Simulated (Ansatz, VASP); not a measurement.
**Two plane-wave programs on MgTlBr3**

POSCAR

```
MgTlBr3
1.0
    5.2341907258      0.0000000000      0.0000000000
    0.0000000000      5.2870613392      0.0000000000
    0.0000000000      0.0000000000      5.2870613392
Tl Mg Br
1 1 3
Direct
    0.0000000000      0.0000000000      0.0000000000
    0.5000000000      0.5000000000      0.5000000000
    0.5000000000      0.5000000000      0.0000000000
    0.5000000000      0.0000000000      0.5000000000
    0.0000000000      0.5000000000      0.5000000000
```

The input INCAR.step1:

```
PREC = Accurate
ENCUT = 520
ISMEAR = 0
SIGMA = 0.01
LREAL = F
LASPH = T
NELM = 100
NBANDS = 26
GGA = PE
ALGO = Normal
EDIFF = 1E-4
LWAVE = T
LCHARG = F
```

File INCAR.step2:

```
PREC = Accurate
ENCUT = 520
EDIFF = 1E-6
ISMEAR = 0
SIGMA = 0.01
LREAL = F
LASPH = T
NELM = 100
ALGO = Normal
ISIF = 2
LWAVE = F
LCHARG = F
METAGGA = R2SCAN
LMIXTAU = T
NBANDS = 26
ISTART = 1
```

KPOINTS

```
regular mesh
0
Gamma
  6 6 6
```

Input for Ansatz:

```yaml
crystal:
  lattice:
    - [5.2341907258, 0.0, 0.0]
    - [0.0, 5.2870613392, 0.0]
    - [0.0, 0.0, 5.2870613392]
  atoms:
    - { symbol: Tl, position: [0.0, 0.0, 0.0] }
    - { symbol: Mg, position: [0.5, 0.5, 0.5] }
    - { symbol: Br, position: [0.5, 0.5, 0.0] }
    - { symbol: Br, position: [0.5, 0.0, 0.5] }
    - { symbol: Br, position: [0.0, 0.5, 0.5] }
kpoints:
  mp_grid: { grid: [6, 6, 6] }
  band_path:
    path: [[0.0, 0.0, 0.0], [0.0, 0.5, 0.0], [0.5, 0.5, 0.0], [0.5, 0.5, 0.5]]
    npoints: 1
hamiltonian:
  xc: r2scan
scf:
  occupations: { method: fixed }
  n_extra_bands: 5
output:
  forces: true
  stress: true
  eigenvalues: true
```

Change from the starting cell: uniaxial_x strain -1.0%.

Alike in both runs: task single point; functional r2SCAN; k mesh 6 × 6 × 6; no spin polarisation.

```csv
,VASP,Ansatz
version,VASP 6.6.1,Ansatz 0.2.0
potentials or method,"VASP PAW PBE potentials, release 64 (Tl_d, Mg, Br)","plane waves, PAW"
plane-wave cutoff (eV),520,500
occupations,"gaussian, width 0.01 eV",fixed
valence electrons in the cell,36,44
```

```tsv
	VASP	Ansatz	Ansatz less VASP
gap on the k mesh at the Fermi level (eV)	3.64	3.68	+0.038
pressure (GPa)	0.2	0.3	+0.15
traceless stress, the component that is largest in VASP (GPa)	0.25	0.26	+0.004
```

VASP's potentials were made for PBE, not for r2SCAN. VASP's potentials hold 36 valence electrons a cell and Ansatz's 44, so a difference there can come from the potentials and not from the codes.

Neither program's run includes spin-orbit coupling.
